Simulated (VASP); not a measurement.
Ta3Ru, 4 atoms in the cell. The structure is orthorhombic, space group Cmmm (No. 65). The conventional cell has a = 3.171 Å, b = 4.497 Å, c = 8.483 Å, α = 90.00°, β = 90.00°, γ = 90.00°. Within 3.4 Å of Ta (site symmetry mm2) lie 4 Ru at 2.56 to 3.01 Å and 10 Ta at 2.74 to 3.17 Å. Ta (site symmetry mmm) has 14 Ta at 2.74 to 3.17 Å within 3.6 Å. Within 3.4 Å of Ru (site symmetry mmm) lie 8 Ta at 2.56 to 3.01 Å and 6 Ru at 2.75 to 3.17 Å.  This cell differs from its parent crystal: strain -0.030 along x and y, -0.030 along z.

```yaml
Program: VASP 6.6.1
Task: single point
Functional: PBEsol
Potentials_or_basis: VASP PAW PBE potentials, release 64 (Ta_pv, Ru_pv)
Cutoff: 520 eV
k_mesh: 18 × 18 × 6
Occupations: gaussian, width 0.15 eV
Spin: no spin polarisation
Dipole_correction: no
Further_INCAR_settings: ALGO = Fast; EDIFF = 1e-06; NBANDS = 32
```

Potentials or basis: VASP PAW PBE potentials, release 64 (Ta_pv, Ru_pv).

Run with:

```sh
$ cat potpaw_PBE.64/Ta_pv/POTCAR potpaw_PBE.64/Ru_pv/POTCAR > POTCAR
$ mpirun -np 1 vasp_std > vasp.out
```

Hardware: 1 thread of Intel(R) Xeon(R) 6975P-C (Granite Rapids) (shared host).

Task: How long does it take, and how much memory?

Result: It took 5.4 min on 1 thread of Intel(R) Xeon(R) 6975P-C (Granite Rapids) (shared host), peak memory 0.63 GiB. Counts: scf iterations 20, k points 364.
